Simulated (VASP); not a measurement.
# Ru (P6_3/mmc) in VASP: a series of runs

Ru is run at these levels: LDA; tasks: single point.

All numbers are computed with VASP 6.6.1; they aren't measurements. Logs are shortened: lines on timing, memory, paths and dates and some standing lists are left out, and cuts for length are marked.

### 1 The cell of the first run

Symmetry: P6_3/mmc, No. 194, hexagonal system. Conventional cell: a = 2.666 Å, b = 2.666 Å, c = 4.209 Å, α = 90.00°, β = 90.00°, γ = 120.00°. Within 3.4 Å of Ru (site symmetry -6m2) lie 12 Ru at 2.61 to 2.67 Å.

### 2 Single point, LDA

INCAR reads:

```
SYSTEM = Ru
PREC = Accurate
ENCUT = 560
EDIFF = 1E-6
ISMEAR = -1
SIGMA = 0.1
LREAL = .FALSE.
LASPH = .TRUE.
NELM = 120
ALGO = Normal
ISIF = 2
LWAVE = .FALSE.
LCHARG = .TRUE.
LELF = .TRUE.
LVHAR = .TRUE.
NBANDS = 23
GGA_COMPAT = .FALSE.
```

KPOINTS reads:

```
regular mesh
0
G
  20 20 12
  0 0 0
```

POSCAR reads:

```
Ru
1.0
    2.6660821565      0.0000000000      0.0000000000
   -1.3330410782      2.3088948761      0.0000000000
    0.0000000000      0.0000000000      4.2089568548
Ru
2
Direct
    0.3333333333      0.6666666667      0.2500000000
    0.6666666667      0.3333333333      0.7500000000
```

Potentials or basis: VASP PAW LDA potentials, release 64 (Ru_sv).

Run with:

```sh
cat potpaw_LDA.64/Ru_sv/POTCAR > POTCAR
mpirun -np 1 vasp_std > vasp.out
```

OUTCAR:

```text
SYSTEM = Ru
   PREC = Accurate
   ENCUT = 560
   EDIFF = 1E-6
   ISMEAR = -1
   LREAL = .FALSE.
   LASPH = .TRUE.
   NELM = 120
   ISIF = 2

 ion  position               nearest neighbor table
   1  0.333  0.667  0.250-   2 2.61   2 2.61   2 2.61   2 2.61   2 2.61   2 2.61
   2  0.667  0.333  0.750-   1 2.61   1 2.61   1 2.61   1 2.61   1 2.61   1 2.61

  LATTYP: Found a hexagonal cell.
 ALAT       =     2.6660821565
 C/A-ratio  =     1.5787048589

  Lattice vectors:

 A1 = (   2.6660821565,   0.0000000000,   0.0000000000)
 A2 = (  -1.3330410782,   2.3088948761,   0.0000000000)
 A3 = (   0.0000000000,   0.0000000000,   4.2089568548)

Analysis of symmetry for initial positions (statically):
=====================================================================
 Subroutine PRICEL returns:
 Original cell was already a primitive cell.

 Routine SETGRP: Setting up the symmetry group for a
 hexagonal supercell.

 Subroutine GETGRP returns: Found 24 space group operations
 (whereof 12 operations were pure point group operations)
 out of a pool of 24 trial point group operations.

The static configuration has the point symmetry D_3d.
 The point group associated with its full space group is D_6h.

Analysis of symmetry for dynamics (positions and initial velocities):
=====================================================================
 Subroutine PRICEL returns:
 Original cell was already a primitive cell.

 Routine SETGRP: Setting up the symmetry group for a
 hexagonal supercell.

 Subroutine GETGRP returns: Found 24 space group operations
 (whereof 12 operations were pure point group operations)
 out of a pool of 24 trial point group operations.

The dynamic configuration has the point symmetry D_3d.
 The point group associated with its full space group is D_6h.

 Subroutine INISYM returns: Found 24 space group operations
 (whereof 12 operations are pure point group operations),
 and found     1 'primitive' translations

----------------------------------------------------------------------------------------

                                     Primitive cell

  volume of cell :      25.9091

  direct lattice vectors                    reciprocal lattice vectors
[... 68 lines left out ...]
 [... further k-points ...]
   k-points           NKPTS =    308   k-points in BZ     NKDIM =    308   number of bands    NBANDS=     23
   number of dos      NEDOS =    301   number of ions     NIONS =      2
   total plane-waves  NPLWV =  18432
   dimension x,y,z NGX =    24 NGY =   24 NGZ =   32
   dimension x,y,z NGXF=    48 NGYF=   48 NGZF=   64
   ions per type =               2
   NGX,Y,Z   is equivalent  to a cutoff of  14.97, 14.97, 12.64 a.u.
   NGXF,Y,Z  is equivalent  to a cutoff of  29.93, 29.93, 25.28 a.u.
 SYSTEM =  Ru
   PREC   = accura    normal or accurate (medium, high low for compatibility)
   ISTART =      0    job   : 0-new  1-cont  2-samecut
   ICHARG =      2    charge: 1-file 2-atom 10-const
   ISPIN  =      1    spin polarized calculation?
   LNONCOLLINEAR =      F non collinear calculations
   LSORBIT =      F    spin-orbit coupling
   LASPH  =      T    aspherical Exc in radial PAW
   ENCUT  =  560.0 eV  41.16 Ry    6.42 a.u.   5.14  5.14  8.12*2*pi/ulx,y,z
   NELM   =    120;   NELMIN=  2; NELMDL= -5     # of ELM steps
   EDIFF  = 0.1E-05   stopping-criterion for ELM
   LREAL  =      F    real-space projection
[... 7 lines left out ...]
   TEBEG  =    0.0;   TEEND  =   0.0 temperature during run
   PSTRESS=    0.0 pullay stress
   NELECT =      32.0000    total number of electrons
   NUPDOWN=      -1.0000    fix difference up-down
   EMIN   =  10.00;   EMAX   =-10.00  energy-range for DOS
   EFERMI =   0.00;   METHOD = LEGACY
   ISMEAR =    -1;   SIGMA  =   0.10  broadening in eV -4-tet -1-fermi 0-gaus
   EFERMI_NEDOS =   21; number of points for ismear=-14 and -15
   IALGO  =     38    algorithm
   IMIX   =      4    mixing-type and parameters
     AMIX     =   0.40;   BMIX     =  1.00
     AMIX_MAG =   1.60;   BMIX_MAG =  1.00
  volume/ion in A,a.u.               =      12.95        87.42
  Fermi-wavevector in a.u.,A,eV,Ry     =   1.756470  3.319247 41.976522  3.085187
  Thomas-Fermi vector in A             =   2.826014
   LORBIT       =      0    0 simple, 1 ext, 2 COOP (PROOUT), +10 PAW based schemes
   GGA     = CA    functional components
   LHFCALC =     F    Hartree Fock is set to
   AEXX    =    0.0000 exact exchange contribution
   IVDW    =     0    specifies the selected vdW correction
   LEPSILON=     F    determine dielectric tensor
   LRPA    =     F    only Hartree local field effects (RPA)
 non-spin polarized calculation
  energy-cutoff  :      560.00
  volume of cell :       25.91
 maximum number of plane-waves:       796
 NGX is ok and might be reduce to    24
   NGX = 11   NGY = 11   NGZ = 17

 number of electron      31.9999994 magnetization

 Free energy of the ion-electron system (eV)
  ---------------------------------------------------
  ext. energy  EPLUGINS =         0.00000000
  ---------------------------------------------------
  free energy    TOTEN  =       -21.42107614 eV

  energy without entropy =      -21.37112524  energy(sigma->0) =      -21.39610069

 E-fermi :  15.9626     XC(G=0): -14.8090

 val. band max:       15.9610125766   @ k =   0.4000   0.0500   0.3333
 cond. band min:      15.9664570224   @ k =   0.4000   0.0000   0.3333
 fundamental gap:      0.0054444459
 Fermi energy:        15.9625594815

 k-point     1 :       0.0000    0.0000    0.0000
  band No.  band energies     occupation
      1     -56.9023      2.00000
      2     -56.6455      2.00000
      3     -27.7115      2.00000
      4     -26.6050      2.00000
      5     -26.6050      2.00000
      6     -26.4028      2.00000
[... 613 lines left out ...]
     22      28.9115      0.00000
     23      31.0374      0.00000

 [... further k-points ...]
[... 5 lines left out ...]
  --------------------------------------------------------------------------------------
  -------------------------------------------------------------------------------------
  Total        0.7395527      0.7395527      0.7416768      0.0000000      0.0000000     -0.0000000
  in kB       45.7327736     45.7327736     45.8641264      0.0000000      0.0000000     -0.0000000
  external PRESSURE =      45.7765579 kB  Pullay stress =       0.0000000 kB

 VOLUME and BASIS-vectors are now :
 -----------------------------------------------------------------------------
  energy-cutoff  :      560.00
  volume of cell :       25.91
      direct lattice vectors                 reciprocal lattice vectors
     2.666082156  0.000000000  0.000000000     0.375082215  0.216553818  0.000000000
    -1.333041078  2.308894876  0.000000000     0.000000000  0.433107635  0.000000000
     0.000000000  0.000000000  4.208956855     0.000000000  0.000000000  0.237588560

 POSITION                                       TOTAL-FORCE (eV/Angst)
 -----------------------------------------------------------------------------------
     -0.00000      1.53926      1.05224         0.000000     -0.000000      0.000000
      1.33304      0.76963      3.15672        -0.000000      0.000000      0.000000
 -----------------------------------------------------------------------------------
    total drift:                               -0.000000      0.000000     -0.000000

  FREE ENERGIE OF THE ION-ELECTRON SYSTEM (eV)
  ---------------------------------------------------
  free  energy   TOTEN  =       -21.4210761430 eV

  energy  without entropy=      -21.3711252445  energy(sigma->0) =      -21.39610069
```

OSZICAR:

```text
N       E                     dE             d eps       ncg     rms          rms(c)
DAV:   1     0.455132642359E+03    0.45513E+03   -0.21802E+04 14200   0.173E+03
DAV:   2    -0.981020381586E+01   -0.46494E+03   -0.44705E+03 16128   0.564E+02
DAV:   3    -0.226760531409E+02   -0.12866E+02   -0.12680E+02 16479   0.106E+02
DAV:   4    -0.227876904913E+02   -0.11164E+00   -0.11161E+00 16261   0.107E+01
DAV:   5    -0.227892930548E+02   -0.16026E-02   -0.16025E-02 16807   0.123E+00    0.285E+01
DAV:   6    -0.215000371811E+02    0.12893E+01   -0.29565E+00 15687   0.170E+01    0.608E+00
DAV:   7    -0.214305590567E+02    0.69478E-01   -0.14884E-01 16905   0.314E+00    0.140E+00
DAV:   8    -0.214210744148E+02    0.94846E-02   -0.87737E-03 14987   0.117E+00    0.182E-01
DAV:   9    -0.214210764187E+02   -0.20038E-05   -0.13972E-04 17528   0.128E-01    0.779E-02
DAV:  10    -0.214210764311E+02   -0.12375E-07   -0.15132E-05 15610   0.324E-02    0.491E-03
DAV:  11    -0.214210761430E+02    0.28808E-06   -0.12559E-06 10871   0.121E-02
   1 F= -.21421076E+02 E0= -.21396101E+02  d E =-.499509E-01
```

stdout:

```text
POSCAR found type information on POSCAR Ru
 POSCAR found :  1 types and       2 ions
 scaLAPACK will be used
 LDA part: xc-table for (Slater(with rela. corr.)+CA(PZ))
 , standard interpolation
 POSCAR, INCAR and KPOINTS ok, starting setup
 FFT: planning ... GRIDC
 FFT: planning ... GRID_SOFT
 FFT: planning ... GRID
 WAVECAR not read
 entering main loop
```

It took 2.8 min on 1 thread of Intel Xeon Platinum 8259CL at 2.50GHz (Skylake/Cascade Lake), shared host; peak memory 0.26 GiB.

What came out:

| Quantity | Value |
| --- | --- |
| Free energy | -21.4211 eV |
| Pressure | 4.6 GPa |
| Band gap on the k mesh | zero (bands 16 and 17 overlap by 3.51 eV) |

Levels at points of the mesh, in eV from the Fermi level:
```csv
k point,band 14,band 15,band 16,band 17,band 18,band 19
"(0.00, 0.00, 0.00)",-2.09,-2.09,-1.54,-1.54,1.25,1.25
"(0.50, 0.00, 0.00)",-1.91,-1.64,1.52,1.98,2.08,4.32
"(0.00, 0.00, 0.50)",-3.02,-2.89,-2.89,0.58,0.58,0.58
"(0.50, 0.00, 0.50)",-1.18,0.46,0.46,1.80,1.80,3.56
```

Caveat: the cell stands under pressure.

### 3 Single point, LDA

This run uses another cell than the first one, of 12.61 Å³/atom.

INCAR reads:

```
PREC = Accurate
ENCUT = 560
EDIFF = 1E-6
ISMEAR = -1
SIGMA = 0.1
LREAL = False
LASPH = True
NELM = 120
ALGO = Normal
ISIF = 2
LWAVE = False
LCHARG = False
GGA = CA
NBANDS = 23
GGA_COMPAT = False
```

KPOINTS reads:

```
regular mesh
0
Gamma
  20 20 12
```

POSCAR reads:

```
Ru
1.0
    2.6413352827      0.0000000000      0.0000000000
   -1.3206676413      2.2874634547      0.0000000000
    0.0000000000      0.0000000000      4.1746015942
Ru
2
Direct
    0.3333333333      0.6666666667      0.2500000000
    0.6666666667      0.3333333333      0.7500000000
```

Potentials or basis: VASP PAW LDA potentials, release 64 (Ru_sv).

Run with:

```sh
cat potpaw_LDA.64/Ru_sv/POTCAR > POTCAR
mpirun -np 1 vasp_std > vasp.out
```

It took 75 s on 1 thread of Intel Xeon Platinum 8559C (Emerald Rapids), shared host; peak memory 0.25 GiB.

The run converged. Its results:

```yaml
Free_energy: -21.3770 eV
Pressure: 15.6 GPa
Band_gap_on_the_k_mesh: zero (bands 16 and 17 overlap by 3.66 eV)
```

Levels at points of the mesh, in eV from the Fermi level:
```csv
k point,band 13,band 14,band 15,band 16,band 17,band 18,band 19,band 20
"(0.00, 0.00, 0.00)",-2.74,-2.18,-2.18,-1.60,-1.60,1.30,1.30,1.39
"(0.50, 0.00, 0.00)",-2.31,-1.95,-1.70,1.59,2.07,2.17,4.48,6.65
"(0.00, 0.00, 0.50)",-3.14,-3.14,-2.98,-2.98,0.60,0.60,0.60,0.60
"(0.50, 0.00, 0.50)",-1.22,-1.22,0.48,0.48,1.88,1.88,3.68,3.68
```

Caveat: the cell stands under pressure.

### 4 Single point, LDA

This run uses another cell than the first one, of 12.86 Å³/atom.

INCAR reads:

```
PREC = Accurate
ENCUT = 560
EDIFF = 1E-6
ISMEAR = -1
SIGMA = 0.1
LREAL = F
LASPH = T
NELM = 120
ALGO = Normal
ISIF = 2
LWAVE = F
LCHARG = T
LELF = T
LVHAR = T
NBANDS = 23
GGA_COMPAT = F
```

KPOINTS is that of step 3.

POSCAR reads:

```
Ru
1.0
    2.6589740365      0.0000000000      0.0000000000
   -1.3294870182      2.3027390636      0.0000000000
    0.0000000000      0.0000000000      4.1991260108
Ru
2
Direct
    0.3333333333      0.6666666667      0.2500000000
    0.6666666667      0.3333333333      0.7500000000
```

Run with:

```sh
cat potpaw_LDA.64/Ru_sv/POTCAR > POTCAR
mpirun -np 1 vasp_std > vasp.out
```

It took 66 s on 1 thread of Intel Xeon Platinum 8488C (Sapphire Rapids), shared host; peak memory 0.26 GiB.

The run converged. Its results:

| Item | Value |
| --- | --- |
| Free energy | -21.4132 eV |
| Pressure | 7.6 GPa |
| Band gap on the k mesh | zero (bands 16 and 17 overlap by 3.55 eV) |

Levels at points of the mesh, in eV from the Fermi level:
```
           k point  band 13  band 14  band 15  band 16  band 17  band 18  band 19  band 20
(0.00, 0.00, 0.00)    -2.65    -2.12    -2.12    -1.56    -1.56     1.27     1.27     1.37
(0.50, 0.00, 0.00)    -2.25    -1.92    -1.66     1.54     2.00     2.11     4.36     6.49
(0.00, 0.00, 0.50)    -3.05    -3.05    -2.91    -2.91     0.58     0.58     0.58     0.58
(0.50, 0.00, 0.50)    -1.19    -1.19     0.46     0.46     1.82     1.82     3.59     3.59
```

Caveat: the cell stands under pressure.

### 5 Summary

| cell | gap on the mesh (eV) | pressure (GPa) |
| --- | --- | --- |
| a = 2.666, b = 2.666, c = 4.209 Å, angles 90.0, 90.0, 120.0°, 2 atoms | none | 4.6 |
| a = 2.641, b = 2.641, c = 4.175 Å, angles 90.0, 90.0, 120.0°, 2 atoms | none | 15.6 |
| a = 2.659, b = 2.659, c = 4.199 Å, angles 90.0, 90.0, 120.0°, 2 atoms | none | 7.6 |

Alike in all rows: task single point; level LDA; potentials or basis VASP PAW LDA potentials, release 64 (Ru_sv); no spin polarisation; k mesh 20 × 20 × 12; cutoff (eV) 560; smearing fermi-dirac 0.1 eV.

Caveats: the cell stands under pressure.

Total energies depend on the potentials used, so only differences within one code and one set of settings carry meaning.
